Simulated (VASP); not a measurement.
**Ir: single point with PBE**

Ir:

```
CELL_PARAMETERS angstrom
0.00000 1.89582 1.89582
1.89582 0.00000 1.89582
1.89582 1.89582 0.00000
ATOMIC_POSITIONS crystal
Ir 0.00000 0.00000 0.00000
```

This cell differs from its parent crystal: volume scaled by 0.94.

| Quantity | Value |
| --- | --- |
| Program | VASP 6.6.1 |
| Task | single point |
| Functional | PBE |
| Potentials or basis | VASP PAW PBE potentials, release 64 (Ir) |
| Cutoff | 500 eV |
| k mesh | 18 × 18 × 18 |
| Occupations | gaussian, width 0.1 eV |
| Spin | no spin polarisation |
| Dipole correction | no |
| Further INCAR settings | ALGO = Normal; EDIFF = 1e-06; NBANDS = 10 |

The pressure is 26.0 GPa.

Levels at points of the mesh, in eV from the Fermi level:
```tsv
k point	band 1	band 2	band 3	band 4	band 5	band 6	band 7	band 8
(0.00, 0.00, 0.00)	-11.57	-4.16	-4.16	-4.16	-1.30	-1.30	14.20	20.01
(0.50, 0.00, 0.00)	-8.55	-4.27	-4.27	-0.90	0.93	0.93	7.62	13.75
(0.50, 0.50, 0.00)	-8.40	-7.80	0.89	1.55	1.55	1.66	11.00	11.85
```

Wall time 12 s on 1 thread of Intel(R) Xeon(R) Platinum 8488C (Sapphire Rapids), with other jobs on the host, peak memory 0.14 GiB.

Caveat: spin-orbit coupling is left out, which moves the levels of the heavy elements.
